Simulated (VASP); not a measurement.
# NbSiO4 (P4/mmm) in VASP: a series of runs, part 2 of 2

VASP 6.6.1. Earlier steps stand in the parts before.

## 3. Single point, PBE, collinear spin

The input, INCAR:

```
  ALGO = Normal
  EDIFF = 1E-6
  ENCUT = 520
  GGA = PE
  ISIF = 2
  ISMEAR = 0
  ISPIN = 2
  LASPH = T
  LCHARG = T
  LELF = T
  LMAXMIX = 4
  LORBIT = 11
  LREAL = F
  LVHAR = T
  LWAVE = F
  MAGMOM = 0.63 0 0.02 0.02 -0.02 -0.02
  NBANDS = 34
  NELM = 150
  PREC = Accurate
  SIGMA = 0.1
```

The input, KPOINTS:

```
k-points
0
Gamma
  6 6 4
```

The input, POSCAR:

```
NbSiO4
1.0
    3.2670780500      0.0000000000      0.0000000000
    0.0000000000      3.2670780500      0.0000000000
    0.0000000000      0.0000000000      5.7420966400
Nb Si O
1 1 4
Direct
    0.5000000000      0.5000000000      0.5000000000
    0.0000000000      0.0000000000      0.0000000000
    0.5000000000      0.0000000000      0.0000000000
    0.0000000000      0.5000000000      0.0000000000
    0.0000000000      0.0000000000      0.2737000000
    0.0000000000      0.0000000000      0.7263000000
```

Potentials or basis: VASP PAW PBE potentials, release 64 (Nb_sv, Si, O).

Command:

```bash
$ cat potpaw_PBE.64/Nb_sv/POTCAR potpaw_PBE.64/Si/POTCAR potpaw_PBE.64/O/POTCAR > POTCAR
$ mpirun -np 1 vasp_std > vasp.out
```

OUTCAR:

```text
EDIFF = 1E-6
   ENCUT = 520
   GGA = PE
   ISIF = 2
   ISMEAR = 0
   ISPIN = 2
   LASPH = T
   LORBIT = 11
   LREAL = F
   NELM = 150
   PREC = Accurate

 ion  position               nearest neighbor table
   1  0.500  0.500  0.500-
   2  0.000  0.000  0.000-   5 1.57   6 1.57   3 1.63   4 1.63   4 1.63   3 1.63
   3  0.500  0.000  0.000-   2 1.63   2 1.63
   4  0.000  0.500  0.000-   2 1.63   2 1.63
   5  0.000  0.000  0.274-   2 1.57
   6  0.000  0.000  0.726-   2 1.57

  LATTYP: Found a simple tetragonal cell.
 ALAT       =     3.2670780500
 C/A-ratio  =     1.7575633493

  Lattice vectors:

 A1 = (   3.2670780500,   0.0000000000,   0.0000000000)
 A2 = (   0.0000000000,   3.2670780500,   0.0000000000)
 A3 = (   0.0000000000,   0.0000000000,   5.7420966400)

Analysis of symmetry for initial positions (statically):
=====================================================================
 Subroutine PRICEL returns:
 Original cell was already a primitive cell.

 Routine SETGRP: Setting up the symmetry group for a
 simple tetragonal supercell.

 Subroutine GETGRP returns: Found 16 space group operations
 (whereof 16 operations were pure point group operations)
 out of a pool of 16 trial point group operations.

The static configuration has the point symmetry D_4h.

Analysis of symmetry for dynamics (positions and initial velocities):
=====================================================================
 Subroutine PRICEL returns:
 Original cell was already a primitive cell.

 Routine SETGRP: Setting up the symmetry group for a
 simple tetragonal supercell.

 Subroutine GETGRP returns: Found 16 space group operations
 (whereof 16 operations were pure point group operations)
 out of a pool of 16 trial point group operations.

The dynamic configuration has the point symmetry D_4h.

Analysis of structural, dynamic, and magnetic symmetry:
[... 172 lines left out ...]
 Fermi energy:         7.1418309278

 spin component 1

 k-point     1 :       0.0000    0.0000    0.0000
  band No.  band energies     occupation
      1     -49.8338      1.00000
      2     -25.9156      1.00000
      3     -25.5865      1.00000
      4     -25.5865      1.00000
      5     -14.8008      1.00000
      6     -11.9291      1.00000
[... 829 lines left out ...]
     31      21.9053      0.00000
     32      22.7157      0.00000

 [... further k-points ...]

 spin component 2

 k-point     1 :       0.0000    0.0000    0.0000
  band No.  band energies     occupation
      1     -49.3973      1.00000
      2     -25.2475      1.00000
      3     -25.2475      1.00000
      4     -25.1092      1.00000
      5     -14.7931      1.00000
      6     -11.9610      1.00000
[... 829 lines left out ...]
     31      21.9679      0.00000
     32      22.8643      0.00000

 [... further k-points ...]

 [bands above 32 left out]

------------------------ aborting loop because EDIFF is reached ----------------------------------------

  FORCE on cell =-STRESS in cart. coord.  units (eV):
  Direction    XX          YY          ZZ          XY          YZ          ZX
  --------------------------------------------------------------------------------------
  -------------------------------------------------------------------------------------
  Total        1.4166997      1.4166997     20.7236943      0.0000000     -0.0000000     -0.0000000
  in kB       37.0338515     37.0338515    541.7366818      0.0000000     -0.0000000     -0.0000000
  external PRESSURE =     205.2681282 kB  Pullay stress =       0.0000000 kB

 VOLUME and BASIS-vectors are now :
 -----------------------------------------------------------------------------
  energy-cutoff  :      520.00
  volume of cell :       61.29
      direct lattice vectors                 reciprocal lattice vectors
     3.267078050  0.000000000  0.000000000     0.306083903  0.000000000  0.000000000
     0.000000000  3.267078050  0.000000000     0.000000000  0.306083903  0.000000000
     0.000000000  0.000000000  5.742096640     0.000000000  0.000000000  0.174152416

 POSITION                                       TOTAL-FORCE (eV/Angst)
 -----------------------------------------------------------------------------------
      1.63354      1.63354      2.87105         0.000000      0.000000      0.000000
      0.00000      0.00000      0.00000         0.000000      0.000000      0.000000
      1.63354      0.00000      0.00000         0.000000      0.000000      0.000000
      0.00000      1.63354      0.00000         0.000000      0.000000      0.000000
      0.00000      0.00000      1.57161         0.000000     -0.000000     10.719515
      0.00000      0.00000      4.17048         0.000000      0.000000    -10.719515
 -----------------------------------------------------------------------------------
    total drift:                                0.000000      0.000000     -0.000000

  FREE ENERGIE OF THE ION-ELECTRON SYSTEM (eV)
  ---------------------------------------------------
  free  energy   TOTEN  =       -41.3721983796 eV

  energy  without entropy=      -41.3627358748  energy(sigma->0) =      -41.36746713

 total charge

# of ion       s       p       d       tot
------------------------------------------
    1        2.084   5.936   2.142  10.163
    2        0.662   1.200   0.000   1.862
    3        1.588   3.648   0.000   5.235
    4        1.588   3.648   0.000   5.235
    5        1.588   3.465   0.000   5.054
    6        1.588   3.465   0.000   5.054
--------------------------------------------------
tot          9.098  21.362   2.142  32.603

 magnetization (x)

# of ion       s       p       d       tot
------------------------------------------
    1        0.006   0.004   0.608   0.619
    2        0.002   0.002   0.000   0.003
    3        0.000   0.021   0.000   0.021
    4        0.000   0.021   0.000   0.021
    5        0.001  -0.022   0.000  -0.021
    6        0.001  -0.022   0.000  -0.021
--------------------------------------------------
tot          0.011   0.005   0.608   0.623
```

stdout:

```text
POSCAR found type information on POSCAR NbSiO
 POSCAR found :  3 types and       6 ions
 scaLAPACK will be used
 LDA part: xc-table for (Slater+PW92), standard interpolation
 POSCAR, INCAR and KPOINTS ok, starting setup
 FFT: planning ... GRIDC
 FFT: planning ... GRID_SOFT
 FFT: planning ... GRID
 WAVECAR not read
 entering main loop
```

Wall time 5.6 min (1 thread of Intel Xeon 8259CL, shared host); peak memory 0.25 GiB.

Results:

| Quantity | Value |
| --- | --- |
| Free energy | -41.3722 eV |
| Pressure | 20.5 GPa |
| Largest force | 10.720 eV/Å |
| Net moment | 0.78 μB per cell |
| Site moments | Nb +0.62; Si +0.00; O +0.02, -0.02 (each value once) μB |
| Valence electrons inside the program's atomic spheres | Nb 10.16; Si 1.86; O 5.24, 5.05 (each value once) |

Forces on the atoms (eV/Å):
```
Nb    0.000   0.000   0.000
Si    0.000   0.000   0.000
O     0.000   0.000   0.000
O     0.000   0.000   0.000
O     0.000   0.000  10.720
O     0.000   0.000 -10.720
```

Stress tensor (GPa, compression positive):
```
 3.70  0.00  0.00
 0.00  3.70  0.00
 0.00  0.00 54.17
```

Caveat: the cell stands under pressure; forces of over 1 eV/Å act on the atoms, so gaps and moduli don't describe the material at rest.

## 4. Single point, PBE, collinear spin

This run uses another cell than the first one, of 10.58 Å³/atom.

The input, INCAR:

```
ALGO = Normal
EDIFF = 1E-7
ENCUT = 520
GGA = PE
ISIF = 2
ISMEAR = 0
ISPIN = 2
LASPH = T
LCHARG = T
LELF = T
LMAXMIX = 4
LORBIT = 11
LREAL = F
LVHAR = T
LWAVE = F
MAGMOM = 0.69 0 0.02 0.02 -0.03 -0.03
NBANDS = 34
NELM = 150
PREC = Accurate
SIGMA = 0.1
```

KPOINTS is that of step 3.

The input, POSCAR:

```
NbSiO4
1.0
    3.1699916710      0.0000000000      0.0000000000
    0.0000000000      3.1699916710      0.0000000000
    0.0000000000      0.0000000000      6.3186455596
Nb Si O
1 1 4
Direct
    0.5000000000      0.5000000000      0.5000000000
    0.0000000000      0.0000000000      0.0000000000
    0.5000000000      0.0000000000      0.0000000000
    0.0000000000      0.5000000000      0.0000000000
    0.0000000000      0.0000000000      0.3213448587
    0.0000000000      0.0000000000      0.6786551413
```

Potentials or basis: VASP PAW PBE potentials, release 64 (Nb_sv, Si, O).

Command:

```bash
$ cat potpaw_PBE.64/Nb_sv/POTCAR potpaw_PBE.64/Si/POTCAR potpaw_PBE.64/O/POTCAR > POTCAR
$ mpirun -np 1 vasp_std > vasp.out
```

OUTCAR:

```text
EDIFF = 1E-7
   ENCUT = 520
   GGA = PE
   ISIF = 2
   ISMEAR = 0
   ISPIN = 2
   LASPH = T
   LORBIT = 11
   LREAL = F
   NELM = 150
   PREC = Accurate

 ion  position               nearest neighbor table
   1  0.500  0.500  0.500-
   2  0.000  0.000  0.000-   3 1.58   4 1.58   4 1.58   3 1.58   5 2.03   6 2.03
   3  0.500  0.000  0.000-   2 1.58   2 1.58
   4  0.000  0.500  0.000-   2 1.58   2 1.58
   5  0.000  0.000  0.321-   2 2.03
   6  0.000  0.000  0.679-   2 2.03

  LATTYP: Found a simple tetragonal cell.
 ALAT       =     3.1699916710
 C/A-ratio  =     1.9932688207

  Lattice vectors:

 A1 = (   3.1699916710,   0.0000000000,   0.0000000000)
 A2 = (   0.0000000000,   3.1699916710,   0.0000000000)
 A3 = (   0.0000000000,   0.0000000000,   6.3186455596)

[... 1898 lines left out ...]
  --------------------------------------------------------------------------------------
  -------------------------------------------------------------------------------------
  Total        0.0896433      0.0896433     -0.0645863      0.0000000     -0.0000000     -0.0000000
  in kB        2.2619757      2.2619757     -1.6297127      0.0000000     -0.0000000     -0.0000000
  external PRESSURE =       0.9647463 kB  Pullay stress =       0.0000000 kB

 VOLUME and BASIS-vectors are now :
 -----------------------------------------------------------------------------
  energy-cutoff  :      520.00
  volume of cell :       63.50
      direct lattice vectors                 reciprocal lattice vectors
     3.169991671  0.000000000  0.000000000     0.315458242  0.000000000  0.000000000
     0.000000000  3.169991671  0.000000000     0.000000000  0.315458242  0.000000000
     0.000000000  0.000000000  6.318645560     0.000000000  0.000000000  0.158261765

 POSITION                                       TOTAL-FORCE (eV/Angst)
 -----------------------------------------------------------------------------------
      1.58500      1.58500      3.15932         0.000000      0.000000     -0.000000
      0.00000      0.00000      0.00000         0.000000      0.000000     -0.000000
      1.58500      0.00000      0.00000         0.000000      0.000000     -0.000000
      0.00000      1.58500      0.00000         0.000000      0.000000     -0.000000
      0.00000      0.00000      2.03046        -0.000000      0.000000      0.026272
      0.00000      0.00000      4.28818         0.000000      0.000000     -0.026272
 -----------------------------------------------------------------------------------
    total drift:                                0.000000      0.000000     -0.000000

  FREE ENERGIE OF THE ION-ELECTRON SYSTEM (eV)
  ---------------------------------------------------
  free  energy   TOTEN  =       -44.3298641899 eV

  energy  without entropy=      -44.3221224585  energy(sigma->0) =      -44.32599332

 total charge

# of ion       s       p       d       tot
------------------------------------------
    1        2.101   5.959   2.104  10.164
    2        0.628   1.060   0.000   1.688
    3        1.582   3.713   0.000   5.295
    4        1.582   3.713   0.000   5.295
    5        1.572   3.335   0.000   4.907
    6        1.572   3.335   0.000   4.907
--------------------------------------------------
tot          9.037  21.116   2.104  32.257

 magnetization (x)

# of ion       s       p       d       tot
------------------------------------------
    1        0.012   0.005   0.712   0.728
    2        0.001   0.002   0.000   0.003
    3        0.000   0.016   0.000   0.016
    4        0.000   0.016   0.000   0.016
    5       -0.000  -0.025   0.000  -0.025
    6       -0.000  -0.025   0.000  -0.025
--------------------------------------------------
tot          0.013  -0.011   0.712   0.714
```

It took 3.6 min on 1 thread of Intel Xeon 8259CL, shared host; peak memory 0.25 GiB.

What came out:

| Quantity | Value |
| --- | --- |
| Free energy | -44.3299 eV |
| Pressure | 0.1 GPa |
| Largest force | 0.026 eV/Å |
| Net moment | 0.92 μB per cell |
| Site moments | Nb +0.73; Si +0.00; O +0.02, -0.03 (each value once) μB |
| Valence electrons inside the program's atomic spheres | Nb 10.16; Si 1.69; O 5.29, 4.91 (each value once) |

Forces in eV/Å, atoms in the order of the input:
```
Nb   0.000  0.000  0.000
Si   0.000  0.000  0.000
O    0.000  0.000  0.000
O    0.000  0.000  0.000
O    0.000  0.000  0.026
O    0.000  0.000 -0.026
```

## 5. Summary

```tsv
spin	cell	gap on the mesh (eV)	pressure (GPa)	moment (μB)	largest force (eV/Å)
off	a = 3.267, b = 3.267, c = 5.742 Å, 6 atoms, atomic positions A	none	19.9	-	10.43
collinear	a = 3.267, b = 3.267, c = 5.742 Å, 6 atoms, atomic positions A	none	20.5	0.78	10.72
collinear	a = 3.170, b = 3.170, c = 6.319 Å, 6 atoms, atomic positions B	none	0.1	0.92	0.03
```

Alike in all rows: task single point; level PBE; potentials or basis VASP PAW PBE potentials, release 64 (Nb_sv, Si, O); k mesh 6 × 6 × 4; cutoff (eV) 520; smearing gaussian 0.1 eV.

Caveats: the cell stands under pressure (at least some runs); an odd number of electrons without spin polarisation forces a metal (at least some runs); a magnetic or distorted state may lie lower (at least some runs); forces of over 1 eV/Å act on the atoms, so gaps and moduli don't describe the material at rest (at least some runs).

Total energies depend on the potentials used, so only differences within one code and one set of settings carry meaning.
